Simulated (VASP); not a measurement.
# NbAs (F-43m) in VASP: a series of runs

Runs on NbAs. Level: PBEsol. Tasks: single point.

Program: VASP 6.6.1. These are calculated values, not measurements. Logs are shortened: lines on timing, memory, paths and dates and some standing lists are left out, and cuts for length are marked.

## (1) The cell of the first run

Symmetry: F-43m, No. 216, cubic system. The conventional cell has a = 5.745 Å, b = 5.745 Å, c = 5.745 Å, α = 90.00°, β = 90.00°, γ = 90.00°. Nb (site symmetry -43m) has 4 As at 2.49 Å within 3.3 Å. As (site symmetry -43m) has 4 Nb at 2.49 Å within 3.3 Å.

## (2) Single point, PBEsol, collinear spin, ferrimagnetic start

File INCAR:

```
SYSTEM = NbAs
PREC     = Accurate       ! precision mode
ENCUT    = 520            ! plane-wave cutoff, eV
EDIFF    = 1E-6           ! SCF threshold, eV
ISMEAR   = 0              ! smearing method
SIGMA    = 0.1            ! smearing width, eV
LREAL    = .False.        ! projectors in reciprocal space
LASPH    = .True.         ! aspherical terms in the spheres
NELM     = 150            ! most SCF steps
ALGO     = Normal         ! electronic algorithm
ISIF     = 2              ! what is computed and relaxed
LWAVE    = .False.        ! write WAVECAR
LCHARG   = .True.         ! write CHGCAR
ISPIN    = 2              ! spin polarisation
MAGMOM   = 0.36 -0.01     ! initial moments
LORBIT   = 11             ! projections on sites
NUPDOWN  = 0.5            ! fixed moment
LMAXMIX  = 4              ! l up to which the mixer works
GGA      = PS             ! functional
LELF     = .True.         ! ELF
LVHAR    = .True.       
NBANDS   = 20             ! bands
```

File KPOINTS:

```
Automatic mesh
0
Gamma
  12 12 12
  0 0 0
```

File POSCAR:

```
NbAs
1.0
    0.0000000000      2.8723581278      2.8723581278
    2.8723581278      0.0000000000      2.8723581278
    2.8723581278      2.8723581278      0.0000000000
Nb As
1 1
Direct
    0.0000000000      0.0000000000      0.0000000000
    0.2500000000      0.2500000000      0.2500000000
```

Potentials or basis: VASP PAW PBE potentials, release 64 (Nb_sv, As).

Run with:

```bash
> cat potpaw_PBE.64/Nb_sv/POTCAR potpaw_PBE.64/As/POTCAR > POTCAR
> mpirun -np 1 vasp_std > vasp.out
```

OUTCAR:

```text
SYSTEM = NbAs
   PREC = Accurate
   ENCUT = 520
   EDIFF = 1E-6
   ISMEAR = 0
   LREAL = .False.
   LASPH = .True.
   NELM = 150
   ISIF = 2
   ISPIN = 2
   LORBIT = 11
   NUPDOWN = 0.5
   GGA = PS

 ion  position               nearest neighbor table
   1  0.000  0.000  0.000-   2 2.49   2 2.49   2 2.49   2 2.49
   2  0.250  0.250  0.250-   1 2.49   1 2.49   1 2.49   1 2.49

  LATTYP: Found a face centered cubic cell.
 ALAT       =     5.7447162556

  Lattice vectors:

 A1 = (   0.0000000000,   2.8723581278,   2.8723581278)
 A2 = (   2.8723581278,   0.0000000000,   2.8723581278)
 A3 = (   2.8723581278,   2.8723581278,   0.0000000000)

Analysis of symmetry for initial positions (statically):
=====================================================================
 Subroutine PRICEL returns:
 Original cell was already a primitive cell.

 Routine SETGRP: Setting up the symmetry group for a
 face centered cubic supercell.

 Subroutine GETGRP returns: Found 24 space group operations
 (whereof 24 operations were pure point group operations)
 out of a pool of 48 trial point group operations.

The static configuration has the point symmetry T_d .

Analysis of symmetry for dynamics (positions and initial velocities):
=====================================================================
 Subroutine PRICEL returns:
 Original cell was already a primitive cell.

 Routine SETGRP: Setting up the symmetry group for a
 face centered cubic supercell.

 Subroutine GETGRP returns: Found 24 space group operations
 (whereof 24 operations were pure point group operations)
 out of a pool of 48 trial point group operations.

The dynamic configuration has the point symmetry T_d .

Analysis of structural, dynamic, and magnetic symmetry:
=====================================================================
 Subroutine PRICEL returns:
 Original cell was already a primitive cell.

 Routine SETGRP: Setting up the symmetry group for a
 face centered cubic supercell.

 Subroutine GETGRP returns: Found 24 space group operations
 (whereof 24 operations were pure point group operations)
 out of a pool of 48 trial point group operations.

The overall configuration has the point symmetry T_d .

 Subroutine INISYM returns: Found 24 space group operations
 (whereof 24 operations are pure point group operations),
 and found     1 'primitive' translations

----------------------------------------------------------------------------------------

                                     Primitive cell

  volume of cell :      47.3964

  direct lattice vectors                    reciprocal lattice vectors
     0.000000000  2.872358128  2.872358128    -0.174073001  0.174073001  0.174073001
     2.872358128  0.000000000  2.872358128     0.174073001 -0.174073001  0.174073001
     2.872358128  2.872358128  0.000000000     0.174073001  0.174073001 -0.174073001

  length of vectors
     4.062127820  4.062127820  4.062127820     0.301503282  0.301503282  0.301503282

  position of ions in fractional coordinates (direct lattice)
     0.000000000  0.000000000  0.000000000
     0.250000000  0.250000000  0.250000000

  ion indices of the primitive-cell ions
   primitive index   ion index
                 1           1
                 2           2

----------------------------------------------------------------------------------------

 KPOINTS: Automatic mesh

Automatic generation of k-mesh.
 Grid dimensions read from file:
 generate k-points for:   12   12   12

 Generating k-lattice:

  Cartesian coordinates                     Fractional coordinates (reciprocal lattice)
    -0.014506083  0.014506083  0.014506083     0.083333333  0.000000000  0.000000000
     0.014506083 -0.014506083  0.014506083     0.000000000  0.083333333  0.000000000
     0.014506083  0.014506083 -0.014506083     0.000000000  0.000000000  0.083333333

  Length of vectors
     0.025125274  0.025125274  0.025125274

  Shift w.r.t. Gamma in fractional coordinates (k-lattice)
     0.000000000  0.000000000  0.000000000

 Subroutine IBZKPT returns following result:
 ===========================================

 Found     72 irreducible k-points:

 Following reciprocal coordinates:
            Coordinates               Weight
  0.000000  0.000000  0.000000      1.000000
  0.083333  0.000000  0.000000      8.000000
  0.166667  0.000000  0.000000      8.000000
  0.250000  0.000000  0.000000      8.000000
  0.333333  0.000000  0.000000      8.000000
  0.416667  0.000000  0.000000      8.000000
[... 16 lines left out ...]
  0.500000  0.166667  0.000000     24.000000
 -0.416667  0.166667  0.000000     24.000000
 [... further k-points ...]
   k-points           NKPTS =     72   k-points in BZ     NKDIM =     72   number of bands    NBANDS=     20
   number of dos      NEDOS =    301   number of ions     NIONS =      2
   total plane-waves  NPLWV =  27000
   dimension x,y,z NGX =    30 NGY =   30 NGZ =   30
   dimension x,y,z NGXF=    60 NGYF=   60 NGZF=   60
   ions per type =               1   1
   NGX,Y,Z   is equivalent  to a cutoff of  12.28, 12.28, 12.28 a.u.
   NGXF,Y,Z  is equivalent  to a cutoff of  24.56, 24.56, 24.56 a.u.
 SYSTEM =  NbAs
   PREC   = accura    normal or accurate (medium, high low for compatibility)
   ISTART =      0    job   : 0-new  1-cont  2-samecut
   ICHARG =      2    charge: 1-file 2-atom 10-const
   ISPIN  =      2    spin polarized calculation?
   LNONCOLLINEAR =      F non collinear calculations
   LSORBIT =      F    spin-orbit coupling
   LASPH  =      T    aspherical Exc in radial PAW
   ENCUT  =  520.0 eV  38.22 Ry    6.18 a.u.   7.55  7.55  7.55*2*pi/ulx,y,z
   NELM   =    150;   NELMIN=  2; NELMDL= -5     # of ELM steps
   EDIFF  = 0.1E-05   stopping-criterion for ELM
   LREAL  =      F    real-space projection
   EDIFFG = 0.1E-04   stopping-criterion for IOM
   NSW    =      0    number of steps for IOM
   IBRION =     -1    ionic relax: 0-MD 1-quasi-New 2-CG
   NFREE  =      0    steps in history (QN), initial steepest desc. (CG)
   ISIF   =      2    stress and relaxation
   ISYM   =      2    0-nonsym 1-usesym 2-fastsym
   POTIM  = 0.5000    time-step for ionic-motion
   TEBEG  =    0.0;   TEEND  =   0.0 temperature during run
   PSTRESS=    0.0 pullay stress
   NELECT =      18.0000    total number of electrons
   NUPDOWN=       0.5000    fix difference up-down
   EMIN   =  10.00;   EMAX   =-10.00  energy-range for DOS
   EFERMI =   0.00;   METHOD = LEGACY
   ISMEAR =     0;   SIGMA  =   0.10  broadening in eV -4-tet -1-fermi 0-gaus
   EFERMI_NEDOS =   21; number of points for ismear=-14 and -15
   IALGO  =     38    algorithm
   IMIX   =      4    mixing-type and parameters
     AMIX     =   0.40;   BMIX     =  1.00
     AMIX_MAG =   1.60;   BMIX_MAG =  1.00
  volume/ion in A,a.u.               =      23.70       159.92
  Fermi-wavevector in a.u.,A,eV,Ry     =   1.185542  2.240350 19.123134  1.405511
  Thomas-Fermi vector in A             =   2.321734
   LORBIT       =     11    0 simple, 1 ext, 2 COOP (PROOUT), +10 PAW based schemes
   GGA     = PS    functional components
   LHFCALC =     F    Hartree Fock is set to
   AEXX    =    0.0000 exact exchange contribution
   IVDW    =     0    specifies the selected vdW correction
   LEPSILON=     F    determine dielectric tensor
   LRPA    =     F    only Hartree local field effects (RPA)
 spin polarized calculation
 Gauss-broadening in eV      SIGMA  =   0.10
  energy-cutoff  :      520.00
  volume of cell :       47.40
 maximum number of plane-waves:      1303
   NGX = 15   NGY = 15   NGZ = 15

 number of electron      18.0000000 magnetization       0.4999814

 Free energy of the ion-electron system (eV)
  ---------------------------------------------------
  ext. energy  EPLUGINS =         0.00000000
  ---------------------------------------------------
  free energy    TOTEN  =       -15.32294651 eV

  energy without entropy =      -15.30937607  energy(sigma->0) =      -15.31616129

 E-fermi :   5.9444     XC(G=0): -10.2275

 val. band max:        6.0550037455   @ k =  -0.4167   0.1667   0.0000
 cond. band min:       5.9904781319   @ k =   0.1667   0.0833   0.0000
 fundamental gap:     -0.0645256136
 Fermi energy:         6.0569579950

 spin component 1

 k-point     1 :       0.0000    0.0000    0.0000
  band No.  band energies     occupation
      1     -49.3735      1.00000
      2     -25.4956      1.00000
      3     -25.4956      1.00000
      4     -25.4956      1.00000
      5      -5.8395      1.00000
      6       2.4560      1.00000
[... 12 lines left out ...]
     19      19.0089      0.00000
     20      19.0089      0.00000
[... 507 lines left out ...]
 k-point    24 :      -0.4167    0.1667    0.0000
  band No.  band energies     occupation
      1     -49.3685      1.00000
      2     -25.5698      1.00000
      3     -25.5207      1.00000
      4     -25.5104      1.00000
      5      -4.8177      1.00000
      6       1.9211      1.00000
[... 12 lines left out ...]
     19      19.5585      0.00000
     20      19.5887      0.00000

 [... further k-points ...]

 spin component 2

 k-point     1 :       0.0000    0.0000    0.0000
  band No.  band energies     occupation
      1     -49.1145      1.00000
      2     -25.2010      1.00000
      3     -25.2010      1.00000
      4     -25.2010      1.00000
      5      -5.8009      1.00000
      6       2.5942      1.00000
[... 12 lines left out ...]
     19      19.1231      0.00000
     20      19.1231      0.00000
[... 507 lines left out ...]
 k-point    24 :      -0.4167    0.1667    0.0000
  band No.  band energies     occupation
      1     -49.1095      1.00000
      2     -25.2765      1.00000
      3     -25.2264      1.00000
      4     -25.2160      1.00000
      5      -4.7911      1.00000
      6       2.0162      1.00000
[... 12 lines left out ...]
     19      19.6906      0.00000
     20      19.7347      0.00000

 [... further k-points ...]

------------------------ aborting loop because EDIFF is reached ----------------------------------------

  FORCE on cell =-STRESS in cart. coord.  units (eV):
  Direction    XX          YY          ZZ          XY          YZ          ZX
  --------------------------------------------------------------------------------------
  -------------------------------------------------------------------------------------
  Total        0.1823228      0.1823228      0.1823228     -0.0000000      0.0000000     -0.0000000
  in kB        6.1631950      6.1631950      6.1631950     -0.0000000      0.0000000     -0.0000000
  external PRESSURE =       6.1631950 kB  Pullay stress =       0.0000000 kB

 VOLUME and BASIS-vectors are now :
 -----------------------------------------------------------------------------
  energy-cutoff  :      520.00
  volume of cell :       47.40
      direct lattice vectors                 reciprocal lattice vectors
     0.000000000  2.872358128  2.872358128    -0.174073001  0.174073001  0.174073001
     2.872358128  0.000000000  2.872358128     0.174073001 -0.174073001  0.174073001
     2.872358128  2.872358128  0.000000000     0.174073001  0.174073001 -0.174073001

 POSITION                                       TOTAL-FORCE (eV/Angst)
 -----------------------------------------------------------------------------------
      0.00000      0.00000      0.00000        -0.000000     -0.000000      0.000000
      1.43618      1.43618      1.43618         0.000000      0.000000     -0.000000
 -----------------------------------------------------------------------------------
    total drift:                                0.000000      0.000000      0.000000

  FREE ENERGIE OF THE ION-ELECTRON SYSTEM (eV)
  ---------------------------------------------------
  free  energy   TOTEN  =       -15.3229465092 eV

  energy  without entropy=      -15.3093760671  energy(sigma->0) =      -15.31616129

 total charge

# of ion       s       p       d       tot
------------------------------------------
    1        2.166   5.978   2.522  10.666
    2        1.216   1.687   0.066   2.969
--------------------------------------------------
tot          3.382   7.665   2.588  13.635

 magnetization (x)

# of ion       s       p       d       tot
------------------------------------------
    1        0.004   0.001   0.388   0.393
    2       -0.004  -0.019   0.012  -0.010
--------------------------------------------------
tot          0.000  -0.017   0.400   0.383
```

Wall time 54 s (1 thread of Intel Xeon 6975P-C (Granite Rapids), shared host); peak memory 0.25 GiB.

Results:

| Quantity | Value |
| --- | --- |
| Free energy | -15.3229 eV |
| Pressure | 0.6 GPa |
| Net moment | 0.50 μB per cell |
| Site moments | Nb +0.39; As -0.01 μB |
| Valence electrons inside the program's atomic spheres | Nb 10.67; As 2.97 |

Caveat: the PAW data sets were made with another functional, which shifts forces and pressure a little; the total moment is fixed, so each spin has its own Fermi level.

[end of part 1 of 2]
